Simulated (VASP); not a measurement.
# K (P6_3/mmc) in VASP: further runs

The runs below take K through single point, with PBEsol.

Everything below comes from runs of VASP 6.6.1. Logs are shortened: lines on timing, memory, paths and dates and some standing lists are left out, and cuts for length are marked.

## (1) The cell of the first run

It takes space group P6_3/mmc (No. 194, hexagonal). The conventional cell has a = 4.333 Å, b = 4.333 Å, c = 7.019 Å, α = 90.00°, β = 90.00°, γ = 120.00°. K (site symmetry -6m2) has 12 K at 4.31 to 4.33 Å within 5.7 Å.

This isn't the form of K at room conditions, which is bcc.

## (2) Single point, PBEsol

The input, INCAR:

```
SYSTEM = K
ALGO = Normal ; EDIFF = 1E-7
ENCUT = 520 ; GGA = PS
ISIF = 2 ; ISMEAR = -1
LASPH = .TRUE. ; LCHARG = .FALSE.
LREAL = .FALSE. ; LWAVE = .FALSE.
NBANDS = 16 ; NELM = 100
PREC = Accurate ; SIGMA = 0.05
```

The input, KPOINTS:

```
k-points
0
G
  10 10 5
  0 0 0
```

The input, POSCAR:

```
K
1.0
    4.3327933844      0.0000000000      0.0000000000
   -2.1663966922      3.7523091402      0.0000000000
    0.0000000000      0.0000000000      7.0191252827
K
2
Direct
    0.3333333333      0.6666666667      0.2500000000
    0.6666666667      0.3333333333      0.7500000000
```

Potentials or basis: VASP PAW PBE potentials, release 64 (K_sv).

Started as:

```sh
> cat potpaw_PBE.64/K_sv/POTCAR > POTCAR
> mpirun -np 1 vasp_std > vasp.out
```

OUTCAR:

```text
SYSTEM = K
   EDIFF = 1E-7
   ENCUT = 520
   GGA = PS
   ISIF = 2
   ISMEAR = -1
   LASPH = .TRUE.
   LREAL = .FALSE.
   NELM = 100
   PREC = Accurate

 ion  position               nearest neighbor table
   1  0.333  0.667  0.250-
   2  0.667  0.333  0.750-

  LATTYP: Found a hexagonal cell.
 ALAT       =     4.3327933844
 C/A-ratio  =     1.6200000000

  Lattice vectors:

 A1 = (   4.3327933844,   0.0000000000,   0.0000000000)
 A2 = (  -2.1663966922,   3.7523091402,   0.0000000000)
 A3 = (   0.0000000000,   0.0000000000,   7.0191252827)

Analysis of symmetry for initial positions (statically):
=====================================================================
 Subroutine PRICEL returns:
 Original cell was already a primitive cell.

 Routine SETGRP: Setting up the symmetry group for a
 hexagonal supercell.

 Subroutine GETGRP returns: Found 24 space group operations
 (whereof 12 operations were pure point group operations)
 out of a pool of 24 trial point group operations.

The static configuration has the point symmetry D_3d.
 The point group associated with its full space group is D_6h.

Analysis of symmetry for dynamics (positions and initial velocities):
=====================================================================
 Subroutine PRICEL returns:
 Original cell was already a primitive cell.

 Routine SETGRP: Setting up the symmetry group for a
 hexagonal supercell.

 Subroutine GETGRP returns: Found 24 space group operations
 (whereof 12 operations were pure point group operations)
 out of a pool of 24 trial point group operations.

The dynamic configuration has the point symmetry D_3d.
 The point group associated with its full space group is D_6h.

 Subroutine INISYM returns: Found 24 space group operations
 (whereof 12 operations are pure point group operations),
 and found     1 'primitive' translations

----------------------------------------------------------------------------------------

                                     Primitive cell

  volume of cell :     114.1168

  direct lattice vectors                    reciprocal lattice vectors
     4.332793384  0.000000000  0.000000000     0.230797989  0.133251281  0.000000000
    -2.166396692  3.752309140  0.000000000     0.000000000  0.266502562  0.000000000
     0.000000000  0.000000000  7.019125283     0.000000000  0.000000000  0.142467894

  length of vectors
     4.332793384  4.332793384  7.019125283     0.266502562  0.266502562  0.142467894

  position of ions in fractional coordinates (direct lattice)
     0.333333333  0.666666667  0.250000000
     0.666666667  0.333333333  0.750000000

  ion indices of the primitive-cell ions
   primitive index   ion index
                 1           1
                 2           2

----------------------------------------------------------------------------------------

 KPOINTS: k-points

Automatic generation of k-mesh.
 Grid dimensions read from file:
 generate k-points for:   10   10    5

 Generating k-lattice:

  Cartesian coordinates                     Fractional coordinates (reciprocal lattice)
     0.023079799  0.013325128  0.000000000     0.100000000 -0.000000000  0.000000000
     0.000000000  0.026650256  0.000000000     0.000000000  0.100000000  0.000000000
     0.000000000  0.000000000  0.028493579     0.000000000  0.000000000  0.200000000

  Length of vectors
     0.026650256  0.026650256  0.028493579

  Shift w.r.t. Gamma in fractional coordinates (k-lattice)
     0.000000000  0.000000000  0.000000000

 Subroutine IBZKPT returns following result:
 ===========================================

 Found     42 irreducible k-points:

 Following reciprocal coordinates:
            Coordinates               Weight
  0.000000  0.000000  0.000000      1.000000
  0.100000  0.000000  0.000000      6.000000
  0.200000  0.000000  0.000000      6.000000
  0.300000  0.000000  0.000000      6.000000
  0.400000  0.000000  0.000000      6.000000
  0.500000  0.000000  0.000000      3.000000
[... 16 lines left out ...]
  0.300000  0.100000  0.200000     24.000000
  0.400000  0.100000  0.200000     24.000000
 [... further k-points ...]
   k-points           NKPTS =     42   k-points in BZ     NKDIM =     42   number of bands    NBANDS=     16
   number of dos      NEDOS =    301   number of ions     NIONS =      2
   total plane-waves  NPLWV =  55296
   dimension x,y,z NGX =    32 NGY =   32 NGZ =   54
   dimension x,y,z NGXF=    64 NGYF=   64 NGZF=  108
   ions per type =               2
   NGX,Y,Z   is equivalent  to a cutoff of  12.28, 12.28, 12.79 a.u.
   NGXF,Y,Z  is equivalent  to a cutoff of  24.56, 24.56, 25.58 a.u.
 SYSTEM =  K
   PREC   = accura    normal or accurate (medium, high low for compatibility)
   ISTART =      0    job   : 0-new  1-cont  2-samecut
   ICHARG =      2    charge: 1-file 2-atom 10-const
   ISPIN  =      1    spin polarized calculation?
   LNONCOLLINEAR =      F non collinear calculations
   LSORBIT =      F    spin-orbit coupling
   LASPH  =      T    aspherical Exc in radial PAW
   ENCUT  =  520.0 eV  38.22 Ry    6.18 a.u.   8.06  8.06 13.05*2*pi/ulx,y,z
   NELM   =    100;   NELMIN=  2; NELMDL= -5     # of ELM steps
   EDIFF  = 0.1E-06   stopping-criterion for ELM
   LREAL  =      F    real-space projection
   EDIFFG = 0.1E-05   stopping-criterion for IOM
   NSW    =      0    number of steps for IOM
   IBRION =     -1    ionic relax: 0-MD 1-quasi-New 2-CG
   NFREE  =      0    steps in history (QN), initial steepest desc. (CG)
   ISIF   =      2    stress and relaxation
   ISYM   =      2    0-nonsym 1-usesym 2-fastsym
   POTIM  = 0.5000    time-step for ionic-motion
   TEBEG  =    0.0;   TEEND  =   0.0 temperature during run
   PSTRESS=    0.0 pullay stress
   NELECT =      18.0000    total number of electrons
   NUPDOWN=      -1.0000    fix difference up-down
   EMIN   =  10.00;   EMAX   =-10.00  energy-range for DOS
   EFERMI =   0.00;   METHOD = LEGACY
   ISMEAR =    -1;   SIGMA  =   0.05  broadening in eV -4-tet -1-fermi 0-gaus
   EFERMI_NEDOS =   21; number of points for ismear=-14 and -15
   IALGO  =     38    algorithm
   IMIX   =      4    mixing-type and parameters
     AMIX     =   0.40;   BMIX     =  1.00
     AMIX_MAG =   1.60;   BMIX_MAG =  1.00
  volume/ion in A,a.u.               =      57.06       385.05
  Fermi-wavevector in a.u.,A,eV,Ry     =   0.884537  1.671532 10.645266  0.782405
  Thomas-Fermi vector in A             =   2.005450
   LORBIT       =      0    0 simple, 1 ext, 2 COOP (PROOUT), +10 PAW based schemes
   GGA     = PS    functional components
   LHFCALC =     F    Hartree Fock is set to
   AEXX    =    0.0000 exact exchange contribution
   IVDW    =     0    specifies the selected vdW correction
   LEPSILON=     F    determine dielectric tensor
   LRPA    =     F    only Hartree local field effects (RPA)
 non-spin polarized calculation
  energy-cutoff  :      520.00
  volume of cell :      114.12
 maximum number of plane-waves:      3091
   NGX = 17   NGY = 17   NGZ = 27

 number of electron      18.0000001 magnetization

 Free energy of the ion-electron system (eV)
  ---------------------------------------------------
  ext. energy  EPLUGINS =         0.00000000
  ---------------------------------------------------
  free energy    TOTEN  =        -2.18095027 eV

  energy without entropy =       -2.16814924  energy(sigma->0) =       -2.17454976

 E-fermi :   0.4513     XC(G=0):  -6.3718

 val. band max:        0.4114874374   @ k =   0.2000   0.0000   0.2000
 cond. band min:       0.4903622142   @ k =   0.3000   0.1000   0.4000
 fundamental gap:      0.0788747768
 Fermi energy:         0.4512700146

 k-point     1 :       0.0000    0.0000    0.0000
  band No.  band energies     occupation
      1     -31.4126      2.00000
      2     -31.3995      2.00000
      3     -15.0585      2.00000
      4     -14.9154      2.00000
      5     -14.9154      2.00000
      6     -14.8931      2.00000
[... 8 lines left out ...]
     15       5.2116      0.00000
     16       5.2116      0.00000

 k-point     2 :       0.1000    0.0000    0.0000
  band No.  band energies     occupation
      1     -31.4116      2.00000
      2     -31.3991      2.00000
      3     -15.0531      2.00000
      4     -14.9270      2.00000
      5     -14.9191      2.00000
      6     -14.9051      2.00000
[... 8 lines left out ...]
     15       5.1297      0.00000
     16       5.3383      0.00000

 k-point     3 :       0.2000    0.0000    0.0000
  band No.  band energies     occupation
      1     -31.4087      2.00000
      2     -31.3979      2.00000
      3     -15.0382      2.00000
      4     -14.9575      2.00000
      5     -14.9358      2.00000
      6     -14.9284      2.00000
[... 8 lines left out ...]
     15       5.0854      0.00000
     16       5.2023      0.00000

 k-point     4 :       0.3000    0.0000    0.0000
  band No.  band energies     occupation
      1     -31.4050      2.00000
      2     -31.3966      2.00000
      3     -15.0170      2.00000
      4     -14.9957      2.00000
      5     -14.9722      2.00000
      6     -14.9395      2.00000
[... 8 lines left out ...]
     15       4.8904      0.00000
     16       5.5035      0.00000

 k-point     5 :       0.4000    0.0000    0.0000
  band No.  band energies     occupation
      1     -31.4016      2.00000
      2     -31.3959      2.00000
      3     -15.0269      2.00000
      4     -15.0008      2.00000
      5     -14.9953      2.00000
      6     -14.9483      2.00000
[... 8 lines left out ...]
     15       4.6847      0.00000
     16       6.0036      0.00000

 k-point     6 :       0.5000    0.0000    0.0000
  band No.  band energies     occupation
      1     -31.4001      2.00000
      2     -31.3958      2.00000
      3     -15.0388      2.00000
      4     -15.0115      2.00000
      5     -14.9843      2.00000
      6     -14.9515      2.00000
[... 8 lines left out ...]
     15       4.6135      0.00000
     16       6.3160      0.00000

 k-point     7 :       0.1000    0.1000    0.0000
  band No.  band energies     occupation
      1     -31.4096      2.00000
      2     -31.3982      2.00000
      3     -15.0429      2.00000
      4     -14.9452      2.00000
      5     -14.9346      2.00000
      6     -14.9183      2.00000
[... 8 lines left out ...]
     15       5.0898      0.00000
     16       5.2114      0.00000

 k-point     8 :       0.2000    0.1000    0.0000
  band No.  band energies     occupation
      1     -31.4063      2.00000
      2     -31.3970      2.00000
      3     -15.0248      2.00000
      4     -14.9768      2.00000
      5     -14.9635      2.00000
      6     -14.9333      2.00000
[... 8 lines left out ...]
     15       4.8079      0.00000
     16       5.3848      0.00000

 k-point     9 :       0.3000    0.1000    0.0000
  band No.  band energies     occupation
      1     -31.4027      2.00000
      2     -31.3960      2.00000
      3     -15.0111      2.00000
      4     -15.0029      2.00000
      5     -14.9898      2.00000
      6     -14.9481      2.00000
[... 8 lines left out ...]
     15       4.5313      0.00000
     16       5.6312      0.00000
[... 172 lines left out ...]
 k-point    19 :       0.4000    0.0000    0.2000
  band No.  band energies     occupation
      1     -31.4011      2.00000
      2     -31.3964      2.00000
      3     -15.0373      2.00000
      4     -15.0123      2.00000
      5     -14.9745      2.00000
      6     -14.9448      2.00000
[... 8 lines left out ...]
     15       4.7674      0.00000
     16       5.7934      0.00000

 k-point    20 :       0.5000    0.0000    0.2000
  band No.  band energies     occupation
      1     -31.3997      2.00000
      2     -31.3963      2.00000
      3     -15.0468      2.00000
      4     -15.0225      2.00000
      5     -14.9686      2.00000
      6     -14.9479      2.00000
[... 8 lines left out ...]
     15       4.7072      0.00000
     16       5.9562      0.00000

 k-point    21 :       0.1000    0.1000    0.2000
  band No.  band energies     occupation
      1     -31.4085      2.00000
      2     -31.3993      2.00000
      3     -15.0318      2.00000
      4     -14.9410      2.00000
      5     -14.9396      2.00000
      6     -14.9222      2.00000
[... 8 lines left out ...]
     15       4.8844      0.00000
     16       5.2408      0.00000

 k-point    22 :       0.2000    0.1000    0.2000
  band No.  band energies     occupation
      1     -31.4054      2.00000
      2     -31.3979      2.00000
      3     -15.0222      2.00000
      4     -14.9737      2.00000
      5     -14.9635      2.00000
      6     -14.9344      2.00000
[... 8 lines left out ...]
     15       4.7387      0.00000
     16       5.3822      0.00000

 k-point    23 :       0.3000    0.1000    0.2000
  band No.  band energies     occupation
      1     -31.4021      2.00000
      2     -31.3967      2.00000
      3     -15.0258      2.00000
      4     -15.0021      2.00000
      5     -14.9753      2.00000
      6     -14.9463      2.00000
[... 8 lines left out ...]
     15       4.5072      0.00000
     16       5.5628      0.00000

 k-point    24 :       0.4000    0.1000    0.2000
  band No.  band energies     occupation
      1     -31.3997      2.00000
      2     -31.3962      2.00000
      3     -15.0403      2.00000
      4     -15.0172      2.00000
      5     -14.9712      2.00000
      6     -14.9510      2.00000
[... 8 lines left out ...]
     15       4.4213      0.00000
     16       5.6939      0.00000

 [... further k-points ...]

------------------------ aborting loop because EDIFF is reached ----------------------------------------

  FORCE on cell =-STRESS in cart. coord.  units (eV):
  Direction    XX          YY          ZZ          XY          YZ          ZX
  --------------------------------------------------------------------------------------
  -------------------------------------------------------------------------------------
  Total        0.8572078      0.8572078      0.9035282      0.0000000      0.0000000      0.0000000
  in kB       12.0350285     12.0350285     12.6853580      0.0000000      0.0000000      0.0000000
  external PRESSURE =      12.2518050 kB  Pullay stress =       0.0000000 kB

 VOLUME and BASIS-vectors are now :
 -----------------------------------------------------------------------------
  energy-cutoff  :      520.00
  volume of cell :      114.12
      direct lattice vectors                 reciprocal lattice vectors
     4.332793384  0.000000000  0.000000000     0.230797989  0.133251281  0.000000000
    -2.166396692  3.752309140  0.000000000     0.000000000  0.266502562  0.000000000
     0.000000000  0.000000000  7.019125283     0.000000000  0.000000000  0.142467894

 POSITION                                       TOTAL-FORCE (eV/Angst)
 -----------------------------------------------------------------------------------
     -0.00000      2.50154      1.75478         0.000000     -0.000000      0.000000
      2.16640      1.25077      5.26434        -0.000000      0.000000     -0.000000
 -----------------------------------------------------------------------------------
    total drift:                               -0.000000      0.000000     -0.000000

  FREE ENERGIE OF THE ION-ELECTRON SYSTEM (eV)
  ---------------------------------------------------
  free  energy   TOTEN  =        -2.1809502731 eV

  energy  without entropy=       -2.1681492448  energy(sigma->0) =       -2.17454976
```

It took 55 s on 1 thread of Intel Xeon Platinum 8488C (Sapphire Rapids), shared host; peak memory 0.24 GiB.

Results:

* Free energy: -2.1810 eV
* Pressure: 1.2 GPa
* Band gap on the k mesh: zero (bands 9 and 10 overlap by 2.07 eV)

Caveat: the PAW data sets were made with another functional, which shifts forces and pressure a little.

(Continued in part 2 of 2.)

The gap in the log of VASP goes by the Fermi energy; the results here count the filled bands.